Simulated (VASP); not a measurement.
# Au (Fm-3m) in VASP: a series of runs, part 2 of 2

VASP 6.6.1. The steps go on from the part before.

### Step 3. Single point, PBE

This run uses another cell than the first one, of 17.97 Å³/atom, 1.030 times its volume.

Contents of INCAR:

```
  PREC = Accurate
  ENCUT = 520
  EDIFF = 1E-7
  ISMEAR = 0
  SIGMA = 0.1
  LREAL = False
  LASPH = True
  NELM = 100
  ALGO = Normal
  ISIF = 2
  LWAVE = False
  LCHARG = True
  GGA = PE
  LELF = True
  LVHAR = True
  NBANDS = 12
```

Contents of KPOINTS:

```
Automatic mesh
0
Gamma
  18 18 18
```

Contents of POSCAR:

```
Au
1.0
    0.0000000000      2.0790086710      2.0790086710
    2.0790086710      0.0000000000      2.0790086710
    2.0790086710      2.0790086710      0.0000000000
Au
1
Direct
    0.0000000000      0.0000000000      0.0000000000
```

Potentials or basis: VASP PAW PBE potentials, release 64 (Au).

Command:

```console
cat potpaw_PBE.64/Au/POTCAR > POTCAR
mpirun -np 1 vasp_std > vasp.out
```

OUTCAR:

```text
PREC = Accurate
   ENCUT = 520
   EDIFF = 1E-7
   ISMEAR = 0
   LREAL = False
   LASPH = True
   NELM = 100
   ISIF = 2
   GGA = PE

 ion  position               nearest neighbor table
   1  0.000  0.000  0.000-

  LATTYP: Found a face centered cubic cell.
 ALAT       =     4.1580173420

  Lattice vectors:

 A1 = (   0.0000000000,   2.0790086710,   2.0790086710)
 A2 = (   2.0790086710,   0.0000000000,   2.0790086710)
 A3 = (   2.0790086710,   2.0790086710,   0.0000000000)

Analysis of symmetry for initial positions (statically):
=====================================================================
 Subroutine PRICEL returns:
 Original cell was already a primitive cell.

 Routine SETGRP: Setting up the symmetry group for a
 face centered cubic supercell.

 Subroutine GETGRP returns: Found 48 space group operations
 (whereof 48 operations were pure point group operations)
 out of a pool of 48 trial point group operations.

The static configuration has the point symmetry O_h .

Analysis of symmetry for dynamics (positions and initial velocities):
=====================================================================
 Subroutine PRICEL returns:
 Original cell was already a primitive cell.

 Routine SETGRP: Setting up the symmetry group for a
 face centered cubic supercell.

 Subroutine GETGRP returns: Found 48 space group operations
 (whereof 48 operations were pure point group operations)
 out of a pool of 48 trial point group operations.

The dynamic configuration has the point symmetry O_h .

 Subroutine INISYM returns: Found 48 space group operations
 (whereof 48 operations are pure point group operations),
 and found     1 'primitive' translations

----------------------------------------------------------------------------------------

                                     Primitive cell

  volume of cell :      17.9721

[... 112 lines left out ...]
   LHFCALC =     F    Hartree Fock is set to
   AEXX    =    0.0000 exact exchange contribution
   IVDW    =     0    specifies the selected vdW correction
   LEPSILON=     F    determine dielectric tensor
   LRPA    =     F    only Hartree local field effects (RPA)
 non-spin polarized calculation
 Gauss-broadening in eV      SIGMA  =   0.10
  energy-cutoff  :      520.00
  volume of cell :       17.97
 maximum number of plane-waves:       531
 NGX is ok and might be reduce to    24
   NGX = 11   NGY = 11   NGZ = 11

 number of electron      11.0000001 magnetization

 Free energy of the ion-electron system (eV)
  ---------------------------------------------------
  ext. energy  EPLUGINS =         0.00000000
  ---------------------------------------------------
  free energy    TOTEN  =        -3.22236322 eV

  energy without entropy =       -3.22109678  energy(sigma->0) =       -3.22173000

 E-fermi :   8.5648     XC(G=0): -12.4002

 val. band max:        8.5495324947   @ k =   0.5000   0.2778   0.1111
 cond. band min:       8.5938044628   @ k =   0.5000   0.1667   0.0556
 fundamental gap:      0.0442719681
 Fermi energy:         8.5648412380

 k-point     1 :       0.0000    0.0000    0.0000
  band No.  band energies     occupation
      1      -0.6935      2.00000
      2       4.1961      2.00000
      3       4.1961      2.00000
      4       4.1961      2.00000
      5       5.5745      2.00000
      6       5.5745      2.00000
      7      23.1943      0.00000
      8      26.8876      0.00000
      9      26.8876      0.00000
     10      26.8876      0.00000
     11      31.6263      0.00000
     12      35.7065      0.00000
[... 331 lines left out ...]
 k-point    24 :      -0.2222    0.0556    0.0000
  band No.  band energies     occupation
      1       1.0274      2.00000
      2       3.9670      2.00000
      3       4.4791      2.00000
      4       4.5112      2.00000
      5       5.4954      2.00000
      6       5.9335      2.00000
      7      19.8466      0.00000
      8      24.1043      0.00000
      9      26.6312      0.00000
     10      29.0685      0.00000
     11      29.3862      0.00000
     12      30.9404      0.00000

 [... further k-points ...]

------------------------ aborting loop because EDIFF is reached ----------------------------------------

  FORCE on cell =-STRESS in cart. coord.  units (eV):
  Direction    XX          YY          ZZ          XY          YZ          ZX
  --------------------------------------------------------------------------------------
  -------------------------------------------------------------------------------------
  Total       -0.0284454     -0.0284454     -0.0284454      0.0000000     -0.0000000      0.0000000
  in kB       -2.5358514     -2.5358514     -2.5358514      0.0000000     -0.0000000      0.0000000
  external PRESSURE =      -2.5358514 kB  Pullay stress =       0.0000000 kB

 VOLUME and BASIS-vectors are now :
 -----------------------------------------------------------------------------
  energy-cutoff  :      520.00
  volume of cell :       17.97
      direct lattice vectors                 reciprocal lattice vectors
     0.000000000  2.079008671  2.079008671    -0.240499237  0.240499237  0.240499237
     2.079008671  0.000000000  2.079008671     0.240499237 -0.240499237  0.240499237
     2.079008671  2.079008671  0.000000000     0.240499237  0.240499237 -0.240499237

 POSITION                                       TOTAL-FORCE (eV/Angst)
 -----------------------------------------------------------------------------------
      0.00000      0.00000      0.00000         0.000000      0.000000      0.000000
 -----------------------------------------------------------------------------------
    total drift:                               -0.000000      0.000000     -0.000000

  FREE ENERGIE OF THE ION-ELECTRON SYSTEM (eV)
  ---------------------------------------------------
  free  energy   TOTEN  =        -3.2223632192 eV

  energy  without entropy=       -3.2210967807  energy(sigma->0) =       -3.22173000
```

OSZICAR:

```text
N       E                     dE             d eps       ncg     rms          rms(c)
DAV:   1     0.502387381899E+02    0.50239E+02   -0.55662E+03  4832   0.813E+02
DAV:   2    -0.273214080506E+01   -0.52971E+02   -0.49971E+02  5504   0.186E+02
DAV:   3    -0.348128980168E+01   -0.74915E+00   -0.74843E+00  5560   0.212E+01
DAV:   4    -0.348394153981E+01   -0.26517E-02   -0.26516E-02  5672   0.147E+00
DAV:   5    -0.348396231902E+01   -0.20779E-04   -0.20780E-04  5736   0.123E-01    0.796E+00
DAV:   6    -0.323969529034E+01    0.24427E+00   -0.69192E-01  5092   0.664E+00    0.519E+00
DAV:   7    -0.322419169055E+01    0.15504E-01   -0.53896E-02  5608   0.188E+00    0.262E+00
DAV:   8    -0.322236908657E+01    0.18226E-02   -0.10970E-03  5160   0.276E-01    0.233E-01
DAV:   9    -0.322235726329E+01    0.11823E-04   -0.76196E-06  5752   0.231E-02    0.221E-02
DAV:  10    -0.322236329202E+01   -0.60287E-05   -0.33204E-06  5472   0.179E-02    0.236E-03
DAV:  11    -0.322236321917E+01    0.72846E-07   -0.74466E-08  4992   0.207E-03
   1 F= -.32223632E+01 E0= -.32217300E+01  d E =-.126644E-02
```

stdout:

```text
POSCAR found type information on POSCAR Au
 POSCAR found :  1 types and       1 ions
 scaLAPACK will be used
 LDA part: xc-table for (Slater+PW92), standard interpolation
 POSCAR, INCAR and KPOINTS ok, starting setup
 FFT: planning ... GRIDC
 FFT: planning ... GRID_SOFT
 FFT: planning ... GRID
 WAVECAR not read
 entering main loop
```

Run time: 19 s. Hardware: 1 thread of Intel Xeon Platinum 8488C (Sapphire Rapids), shared host; peak memory 0.17 GiB.

Results:

```yaml
Free_energy: -3.2224 eV
Pressure: -0.3 GPa
```

Levels at points of the mesh, in eV from the Fermi level:
| k point | band 2 | band 3 | band 4 | band 5 | band 6 | band 7 | band 8 | band 9 | band 10 | band 11 |
| --- | --- | --- | --- | --- | --- | --- | --- | --- | --- | --- |
| (0.00, 0.00, 0.00) | -4.37 | -4.37 | -4.37 | -2.99 | -2.99 | 14.63 | 18.32 | 18.32 | 18.32 | 23.06 |
| (0.50, 0.00, 0.00) | -4.40 | -4.40 | -1.90 | -1.90 | -0.66 | 2.84 | 14.07 | 16.78 | 16.78 | 24.18 |
| (0.50, 0.50, 0.00) | -6.25 | -1.94 | -1.60 | -1.60 | 1.22 | 5.40 | 9.90 | 9.90 | 16.69 | 19.15 |

Caveat: spin-orbit coupling is left out, which moves the levels of the heavy elements.

### Step 4. Relaxation of cell and atoms, PBE

Contents of INCAR:

```
PREC = Accurate ; ENCUT = 600
EDIFF = 1E-7 ; ISMEAR = 0
SIGMA = 0.1 ; LREAL = False
LASPH = True ; NELM = 60
ALGO = Normal ; ISIF = 3
LWAVE = False ; LCHARG = False
GGA = PE ; IBRION = 2
NSW = 100 ; EDIFFG = -0.002
```

KPOINTS is that of step 3.

Contents of POSCAR:

```
Au
1.0
    0.0000000000      2.0585000000      2.0585000000
    2.0585000000      0.0000000000      2.0585000000
    2.0585000000      2.0585000000      0.0000000000
Au
1
Direct
    0.0000000000      0.0000000000      0.0000000000
```

Command:

```console
cat potpaw_PBE.64/Au/POTCAR > POTCAR
mpirun -np 1 vasp_std > vasp.out
```

It took 74 s on 1 thread of Intel Xeon Platinum 8488C (Sapphire Rapids), shared host; peak memory 0.18 GiB.

Results (log left out):

```
Free energy                            : -3.2222 eV
Relaxed volume                         : 17.95 Å³/atom
Relaxed cell                           : a = 2.939 Å, b = 2.939 Å, c = 2.939 Å, α = 60.00°, β = 60.00°, γ = 60.00°
Space group after relaxing (to 0.05 Å) : Fm-3m (No. 225)
Energy gained by relaxing              : 6.7 meV/atom
Ionic steps                            : 16
Pressure after relaxing                : 0.0 GPa
```

The path:
```csv
step,energy change (eV),largest force (eV/Å),pressure (GPa),volume (Å³)
1,0.0000,0.0000,4.39,17.45
2,0.0054,0.0000,-5.04,18.68
3,-0.0067,0.0000,-0.03,17.95
4,-0.0067,0.0000,0.05,17.94
5,-0.0067,0.0000,0.05,17.94
6,-0.0067,0.0000,0.05,17.94
7,-0.0067,0.0000,0.04,17.94
8,-0.0067,0.0000,0.04,17.94
9,-0.0067,0.0000,0.04,17.94
10,-0.0067,0.0000,0.04,17.94
11,-0.0067,0.0000,0.04,17.94
12,-0.0067,0.0000,0.05,17.94
13,-0.0067,0.0000,0.05,17.94
14,-0.0067,0.0000,0.05,17.94
15,-0.0067,0.0000,0.03,17.95
16,-0.0067,0.0000,0.01,17.95
```

Final structure:
```cif
data_structure
_symmetry_space_group_name_H-M 'P 1'
_symmetry_Int_Tables_number 1
_cell_length_a 2.9388
_cell_length_b 2.9388
_cell_length_c 2.9388
_cell_angle_alpha 60.000
_cell_angle_beta 60.000
_cell_angle_gamma 60.000
_cell_volume 17.95
loop_
_atom_site_label
_atom_site_type_symbol
_atom_site_fract_x
_atom_site_fract_y
_atom_site_fract_z
_atom_site_occupancy
Au1 Au 0.00000 0.00000 0.00000 1
```

Levels at points of the mesh, in eV from the Fermi level:
```
           k point  band 4  band 5  band 6  band 7  band 8  band 9
(0.00, 0.00, 0.00)   -4.38   -2.99   -2.99   14.63   18.33   18.33
(0.50, 0.00, 0.00)   -1.90   -1.90   -0.67    2.85   14.07   16.79
(0.50, 0.50, 0.00)   -1.61   -1.61    1.21    5.41    9.91    9.91
```

Caveat: spin-orbit coupling is left out, which moves the levels of the heavy elements. PBE usually gives volumes a little too large and moduli too small.

### Step 5. Summary

| task | cell | k mesh | cutoff (eV) | gap on the mesh (eV) | pressure (GPa) |
| --- | --- | --- | --- | --- | --- |
| single point | a = 2.911 Å, angles 60.0°, 1 atom | 8 × 8 × 8 | 520 | none | 5.1 |
| single point | a = 2.940 Å, angles 60.0°, 1 atom | 18 × 18 × 18 | 520 | none | -0.3 |
| relaxation of cell and atoms | relaxed from a = 2.911 Å, angles 60.0°, 1 atom | 18 × 18 × 18 | 600 | none | 0.0 |

Alike in all rows: level PBE; potentials or basis VASP PAW PBE potentials, release 64 (Au); no spin polarisation; smearing gaussian 0.1 eV.

Caveats: spin-orbit coupling is left out, which moves the levels of the heavy elements.

Absolute energies hang on the potentials; compare differences alone.
